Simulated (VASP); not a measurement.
# Be3S (Pm-3m) in VASP: notebook

Be3S is run at these levels: PBE; tasks: single point, relaxation of cell and atoms.

All numbers are computed with VASP 6.6.1; they aren't measurements. Logs are shortened: lines on timing, memory, paths and dates and some standing lists are left out, and cuts for length are marked.

## (1) The cell of the first run

It takes space group Pm-3m (No. 221, cubic). The conventional cell has a = 3.498 Å, b = 3.498 Å, c = 3.498 Å, α = 90.00°, β = 90.00°, γ = 90.00°. Be (site symmetry 4/mmm) has 8 Be at 2.47 Å and 4 S at 2.47 Å within 3.3 Å. S (site symmetry m-3m) has 12 Be at 2.47 Å within 3.3 Å.

## (2) Single point, PBE

The input, INCAR:

```
SYSTEM = Be3S
PREC = Accurate
ENCUT = 520
EDIFF = 1E-6
ISMEAR = 0
SIGMA = 0.1
LREAL = .False.
LASPH = .True.
NELM = 60
ALGO = Normal
ISIF = 2
LWAVE = .False.
LCHARG = .True.
GGA = PE
LELF = .True.
LVHAR = .True.
NBANDS = 14
```

The input, KPOINTS:

```
Automatic mesh
0
Gamma
  6 6 6
  0 0 0
```

The input, POSCAR:

```
Be3S
1.0
    3.4979800791      0.0000000000      0.0000000000
    0.0000000000      3.4979800791      0.0000000000
    0.0000000000      0.0000000000      3.4979800791
Be S
3 1
Direct
    0.0000000000      0.5000000000      0.5000000000
    0.5000000000      0.0000000000      0.5000000000
    0.5000000000      0.5000000000      0.0000000000
    0.0000000000      0.0000000000      0.0000000000
```

Potentials or basis: VASP PAW PBE potentials, release 64 (Be, S).

Command:

```sh
cat potpaw_PBE.64/Be/POTCAR potpaw_PBE.64/S/POTCAR > POTCAR
mpirun -np 1 vasp_std > vasp.out
```

OUTCAR:

```text
SYSTEM = Be3S
   PREC = Accurate
   ENCUT = 520
   EDIFF = 1E-6
   ISMEAR = 0
   LREAL = .False.
   LASPH = .True.
   NELM = 60
   ISIF = 2
   GGA = PE

 ion  position               nearest neighbor table
   1  0.000  0.500  0.500-   4 2.47   4 2.47   4 2.47   4 2.47
   2  0.500  0.000  0.500-   4 2.47   4 2.47   4 2.47   4 2.47
   3  0.500  0.500  0.000-   4 2.47   4 2.47   4 2.47   4 2.47
   4  0.000  0.000  0.000-   1 2.47   2 2.47   3 2.47   1 2.47   2 2.47   1 2.47   3 2.47   1 2.47
                             2 2.47   3 2.47   2 2.47   3 2.47

  LATTYP: Found a simple cubic cell.
 ALAT       =     3.4979800791

  Lattice vectors:

 A1 = (   3.4979800791,   0.0000000000,   0.0000000000)
 A2 = (   0.0000000000,   3.4979800791,   0.0000000000)
 A3 = (   0.0000000000,   0.0000000000,   3.4979800791)

Analysis of symmetry for initial positions (statically):
=====================================================================
 Subroutine PRICEL returns:
 Original cell was already a primitive cell.

 Routine SETGRP: Setting up the symmetry group for a
 simple cubic supercell.

 Subroutine GETGRP returns: Found 48 space group operations
 (whereof 48 operations were pure point group operations)
 out of a pool of 48 trial point group operations.

The static configuration has the point symmetry O_h .

Analysis of symmetry for dynamics (positions and initial velocities):
=====================================================================
 Subroutine PRICEL returns:
 Original cell was already a primitive cell.

 Routine SETGRP: Setting up the symmetry group for a
 simple cubic supercell.

 Subroutine GETGRP returns: Found 48 space group operations
 (whereof 48 operations were pure point group operations)
 out of a pool of 48 trial point group operations.

The dynamic configuration has the point symmetry O_h .

 Subroutine INISYM returns: Found 48 space group operations
 (whereof 48 operations are pure point group operations),
 and found     1 'primitive' translations

----------------------------------------------------------------------------------------

                                     Primitive cell

  volume of cell :      42.8008

  direct lattice vectors                    reciprocal lattice vectors
     3.497980079  0.000000000  0.000000000     0.285879272  0.000000000  0.000000000
     0.000000000  3.497980079  0.000000000     0.000000000  0.285879272  0.000000000
     0.000000000  0.000000000  3.497980079     0.000000000  0.000000000  0.285879272

  length of vectors
     3.497980079  3.497980079  3.497980079     0.285879272  0.285879272  0.285879272

  position of ions in fractional coordinates (direct lattice)
     0.000000000  0.500000000  0.500000000
     0.500000000  0.000000000  0.500000000
     0.500000000  0.500000000  0.000000000
     0.000000000  0.000000000  0.000000000

  ion indices of the primitive-cell ions
   primitive index   ion index
                 1           1
                 2           2
                 3           3
                 4           4

----------------------------------------------------------------------------------------

 KPOINTS: Automatic mesh

Automatic generation of k-mesh.
 Grid dimensions read from file:
 generate k-points for:    6    6    6

 Generating k-lattice:

  Cartesian coordinates                     Fractional coordinates (reciprocal lattice)
     0.047646545  0.000000000  0.000000000     0.166666667  0.000000000  0.000000000
     0.000000000  0.047646545  0.000000000     0.000000000  0.166666667  0.000000000
     0.000000000  0.000000000  0.047646545     0.000000000  0.000000000  0.166666667

  Length of vectors
     0.047646545  0.047646545  0.047646545

  Shift w.r.t. Gamma in fractional coordinates (k-lattice)
     0.000000000  0.000000000  0.000000000

 Subroutine IBZKPT returns following result:
 ===========================================

 Found     20 irreducible k-points:

 Following reciprocal coordinates:
            Coordinates               Weight
  0.000000  0.000000  0.000000      1.000000
  0.166667  0.000000  0.000000      6.000000
  0.333333  0.000000  0.000000      6.000000
  0.500000  0.000000  0.000000      3.000000
  0.166667  0.166667  0.000000     12.000000
  0.333333  0.166667  0.000000     24.000000
[... 12 lines left out ...]
  0.500000  0.500000  0.333333      6.000000
  0.500000  0.500000  0.500000      1.000000
   k-points           NKPTS =     20   k-points in BZ     NKDIM =     20   number of bands    NBANDS=     14
   number of dos      NEDOS =    301   number of ions     NIONS =      4
   total plane-waves  NPLWV =  21952
   dimension x,y,z NGX =    28 NGY =   28 NGZ =   28
   dimension x,y,z NGXF=    56 NGYF=   56 NGZF=   56
   ions per type =               3   1
   NGX,Y,Z   is equivalent  to a cutoff of  13.31, 13.31, 13.31 a.u.
   NGXF,Y,Z  is equivalent  to a cutoff of  26.61, 26.61, 26.61 a.u.
 SYSTEM =  Be3S
   PREC   = accura    normal or accurate (medium, high low for compatibility)
   ISTART =      0    job   : 0-new  1-cont  2-samecut
   ICHARG =      2    charge: 1-file 2-atom 10-const
   ISPIN  =      1    spin polarized calculation?
   LNONCOLLINEAR =      F non collinear calculations
   LSORBIT =      F    spin-orbit coupling
   LASPH  =      T    aspherical Exc in radial PAW
   ENCUT  =  520.0 eV  38.22 Ry    6.18 a.u.   6.50  6.50  6.50*2*pi/ulx,y,z
   NELM   =     60;   NELMIN=  2; NELMDL= -5     # of ELM steps
   EDIFF  = 0.1E-05   stopping-criterion for ELM
   LREAL  =      F    real-space projection
   EDIFFG = 0.1E-04   stopping-criterion for IOM
   NSW    =      0    number of steps for IOM
   IBRION =     -1    ionic relax: 0-MD 1-quasi-New 2-CG
   NFREE  =      0    steps in history (QN), initial steepest desc. (CG)
   ISIF   =      2    stress and relaxation
   ISYM   =      2    0-nonsym 1-usesym 2-fastsym
   POTIM  = 0.5000    time-step for ionic-motion
   TEBEG  =    0.0;   TEEND  =   0.0 temperature during run
   PSTRESS=    0.0 pullay stress
   NELECT =      12.0000    total number of electrons
   NUPDOWN=      -1.0000    fix difference up-down
   EMIN   =  10.00;   EMAX   =-10.00  energy-range for DOS
   EFERMI =   0.00;   METHOD = LEGACY
   ISMEAR =     0;   SIGMA  =   0.10  broadening in eV -4-tet -1-fermi 0-gaus
   EFERMI_NEDOS =   21; number of points for ismear=-14 and -15
   IALGO  =     38    algorithm
   IMIX   =      4    mixing-type and parameters
     AMIX     =   0.40;   BMIX     =  1.00
     AMIX_MAG =   1.60;   BMIX_MAG =  1.00
  volume/ion in A,a.u.               =      10.70        72.21
  Fermi-wavevector in a.u.,A,eV,Ry     =   1.071481  2.024806 15.620469  1.148072
  Thomas-Fermi vector in A             =   2.207223
   LORBIT       =      0    0 simple, 1 ext, 2 COOP (PROOUT), +10 PAW based schemes
   GGA     = PE    functional components
   LHFCALC =     F    Hartree Fock is set to
   AEXX    =    0.0000 exact exchange contribution
   IVDW    =     0    specifies the selected vdW correction
   LEPSILON=     F    determine dielectric tensor
   LRPA    =     F    only Hartree local field effects (RPA)
 non-spin polarized calculation
 Gauss-broadening in eV      SIGMA  =   0.10
  energy-cutoff  :      520.00
  volume of cell :       42.80
 maximum number of plane-waves:      1189
 NGX is ok and might be reduce to    28
   NGX = 13   NGY = 13   NGZ = 13

 number of electron      12.0000001 magnetization

 Free energy of the ion-electron system (eV)
  ---------------------------------------------------
  ext. energy  EPLUGINS =         0.00000000
  ---------------------------------------------------
  free energy    TOTEN  =       -12.98583947 eV

  energy without entropy =      -12.97121990  energy(sigma->0) =      -12.97852968

 E-fermi :   7.8158     XC(G=0): -10.5462

 val. band max:        7.7868704565   @ k =   0.1667   0.1667   0.1667
 cond. band min:       7.8195083326   @ k =   0.5000   0.1667   0.0000
 fundamental gap:      0.0326378761
 Fermi energy:         7.8157876289

 k-point     1 :       0.0000    0.0000    0.0000
  band No.  band energies     occupation
      1      -8.7365      2.00000
      2       2.0145      2.00000
      3       2.0145      2.00000
      4       2.0145      2.00000
      5       3.3921      2.00000
      6       8.4936      0.00000
      7       8.4936      0.00000
      8      11.2374      0.00000
      9      11.2374      0.00000
     10      11.2374      0.00000
     11      14.4973      0.00000
     12      14.4973      0.00000
     13      14.4973      0.00000
     14      16.6362      0.00000

 k-point     2 :       0.1667    0.0000    0.0000
  band No.  band energies     occupation
      1      -8.5747      2.00000
      2       0.4207      2.00000
      3       2.2476      2.00000
      4       2.2476      2.00000
      5       4.4414      2.00000
      6       8.4848      0.00000
      7       9.7082      0.00000
      8      10.3088      0.00000
      9      10.3088      0.00000
     10      10.5505      0.00000
     11      13.6606      0.00000
     12      13.6606      0.00000
     13      14.3053      0.00000
     14      16.8739      0.00000
[... 275 lines left out ...]
      1      -6.6559      2.00000
      2      -0.2678      2.00000
      3      -0.2678      2.00000
      4       0.7027      2.00000
      5       2.8274      2.00000
      6       6.5220      2.00000
      7       6.5220      2.00000
      8       6.9647      2.00000
      9      13.2183      0.00000
     10      14.7035      0.00000
     11      14.7035      0.00000
     12      18.8776      0.00000
     13      18.8781      0.00000
     14      18.9369      0.00000

 k-point    20 :       0.5000    0.5000    0.5000
  band No.  band energies     occupation
      1      -6.4153      2.00000
      2      -0.0743      2.00000
      3      -0.0743      2.00000
      4      -0.0743      2.00000
      5       3.4158      2.00000
      6       5.8425      2.00000
      7       5.8425      2.00000
      8       5.8425      2.00000
      9      15.0166      0.00000
     10      15.0166      0.00000
     11      15.0166      0.00000
     12      19.8743      0.00000
     13      19.8743      0.00000
     14      19.8743      0.00000

------------------------ aborting loop because EDIFF is reached ----------------------------------------

  FORCE on cell =-STRESS in cart. coord.  units (eV):
  Direction    XX          YY          ZZ          XY          YZ          ZX
  --------------------------------------------------------------------------------------
  -------------------------------------------------------------------------------------
  Total       -0.7376232     -0.7376232     -0.7376232      0.0000000      0.0000000      0.0000000
  in kB      -27.6117013    -27.6117013    -27.6117013      0.0000000      0.0000000      0.0000000
  external PRESSURE =     -27.6117013 kB  Pullay stress =       0.0000000 kB

 VOLUME and BASIS-vectors are now :
 -----------------------------------------------------------------------------
  energy-cutoff  :      520.00
  volume of cell :       42.80
      direct lattice vectors                 reciprocal lattice vectors
     3.497980079  0.000000000  0.000000000     0.285879272  0.000000000  0.000000000
     0.000000000  3.497980079  0.000000000     0.000000000  0.285879272  0.000000000
     0.000000000  0.000000000  3.497980079     0.000000000  0.000000000  0.285879272

 POSITION                                       TOTAL-FORCE (eV/Angst)
 -----------------------------------------------------------------------------------
      0.00000      1.74899      1.74899         0.000000      0.000000      0.000000
      1.74899      0.00000      1.74899         0.000000      0.000000      0.000000
      1.74899      1.74899      0.00000         0.000000      0.000000      0.000000
      0.00000      0.00000      0.00000         0.000000      0.000000      0.000000
 -----------------------------------------------------------------------------------
    total drift:                               -0.000000     -0.000000     -0.000000

  FREE ENERGIE OF THE ION-ELECTRON SYSTEM (eV)
  ---------------------------------------------------
  free  energy   TOTEN  =       -12.9858394706 eV

  energy  without entropy=      -12.9712198978  energy(sigma->0) =      -12.97852968
```

Run time: 18 s. Hardware: 1 thread of Intel Xeon 8259CL, shared host; peak memory 0.15 GiB.

What came out:

```
Free energy            : -12.9858 eV
Pressure               : -2.8 GPa
Band gap on the k mesh : zero (bands 6 and 7 overlap by 2.65 eV)
```

Levels at points of the mesh, in eV from the Fermi level:
```tsv
k point	band 3	band 4	band 5	band 6	band 7	band 8	band 9	band 10
(0.00, 0.00, 0.00)	-5.80	-5.80	-4.42	0.68	0.68	3.42	3.42	3.42
(0.50, 0.00, 0.00)	-4.56	-4.56	-1.29	-0.57	-0.31	-0.31	0.64	6.00
(0.50, 0.50, 0.00)	-8.55	-5.92	-3.61	0.06	1.96	1.96	3.32	4.21
(0.50, 0.50, 0.50)	-7.89	-7.89	-4.40	-1.97	-1.97	-1.97	7.20	7.20
```

## (3) Single point, PBE

This run uses another cell than the first one, of 10.50 Å³/atom.

The input, INCAR:

```
  PREC = Accurate
  ENCUT = 520
  EDIFF = 1E-6
  ISMEAR = 0
  SIGMA = 0.1
  LREAL = F
  LASPH = T
  NELM = 80
  ALGO = Normal
  ISIF = 2
  LWAVE = F
  LCHARG = F
  GGA = PE
  NBANDS = 14
```

The input, KPOINTS:

```
regular mesh
0
Gamma
  14 14 14
```

The input, POSCAR:

```
Be3S
1.0
    3.4763651113      0.0000000000      0.0000000000
    0.0000000000      3.4763651113      0.0000000000
    0.0000000000      0.0000000000      3.4763651113
Be S
3 1
Direct
    0.0000000000      0.5000000000      0.5000000000
    0.5000000000      0.0000000000      0.5000000000
    0.5000000000      0.5000000000      0.0000000000
    0.0000000000      0.0000000000      0.0000000000
```

Potentials or basis: VASP PAW PBE potentials, release 64 (Be, S).

Command:

```sh
cat potpaw_PBE.64/Be/POTCAR potpaw_PBE.64/S/POTCAR > POTCAR
mpirun -np 1 vasp_std > vasp.out
```

Run time: 66 s. Hardware: 1 thread of Intel Xeon 8259CL, shared host; peak memory 0.19 GiB.

The run converged. Its results:

```yaml
Free_energy: -12.9416 eV
Pressure: 0.1 GPa
Band_gap_on_the_k_mesh: zero (bands 6 and 7 overlap by 3.06 eV)
```

Levels at points of the mesh, in eV from the Fermi level:
| k point | band 3 | band 4 | band 5 | band 6 | band 7 | band 8 | band 9 | band 10 |
| --- | --- | --- | --- | --- | --- | --- | --- | --- |
| (0.00, 0.00, 0.00) | -5.93 | -5.93 | -4.44 | 0.59 | 0.59 | 3.44 | 3.44 | 3.44 |
| (0.50, 0.00, 0.00) | -4.66 | -4.66 | -1.27 | -0.62 | -0.41 | -0.41 | 0.52 | 6.08 |
| (0.50, 0.50, 0.00) | -8.73 | -6.06 | -3.68 | 0.02 | 1.87 | 1.87 | 3.28 | 4.29 |
| (0.50, 0.50, 0.50) | -8.07 | -8.07 | -4.54 | -2.05 | -2.05 | -2.05 | 7.31 | 7.31 |

[end of part 1 of 2]
